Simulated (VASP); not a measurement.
InP: single point with r2SCAN

InP:

```xyz
2
Lattice="0.0000 2.9538 2.9538 3.0276 0.0000 2.9538 3.0276 2.9538 0.0000" Properties=species:S:1:pos:R:3 pbc="T T T"
In    0.0000    0.0000    0.0000
P     1.5138    1.4769    1.4769
```

This cell differs from its parent crystal: uniaxial x strain +2.5%.

```yaml
Program: VASP 6.6.1
Task: single point
Functional: r2SCAN
Potentials_or_basis: VASP PAW PBE potentials, release 64 (In_d, P)
Cutoff: 520 eV
k_mesh: 8 × 8 × 8
Occupations: gaussian, width 0.01 eV
Spin: no spin polarisation
Dipole_correction: no
Further_INCAR_settings: ALGO = Normal; EDIFF = 1e-06; NBANDS = 16
```

* Pressure: -1.7 GPa
* Band gap on the k mesh: 0.84 eV, direct

Stress tensor (GPa, compression positive):
```
-2.51  0.00  0.00
 0.00 -1.33  0.00
 0.00  0.00 -1.33
```

Levels at points of the mesh, in eV from the valence-band top:
```
           k point  band 6  band 7  band 8  band 9  band 10  band 11  band 12  band 13
(0.00, 0.00, 0.00)  -11.71   -0.12    0.00    0.00     0.84     4.38     4.38     4.43
(0.50, 0.00, 0.00)  -10.06   -5.66   -1.06   -0.90     1.68     5.04     5.19     7.40
(0.50, 0.50, 0.00)   -9.41   -5.65   -2.34   -2.33     2.00     2.42     9.59     9.82
(0.00, 0.50, 0.50)   -9.50   -5.80   -2.19   -2.19     2.13     2.65     9.36     9.94
```

Wall time 48 s on 1 thread of Intel(R) Xeon(R) 6975P-C (Granite Rapids), with other jobs on the host, peak memory 0.21 GiB.

Caveat: the cell differs from its parent crystal (uniaxial x strain +2.5%); the PAW data sets were made with another functional, which shifts forces and pressure a little; spin-orbit coupling is left out, which moves the levels of the heavy elements.
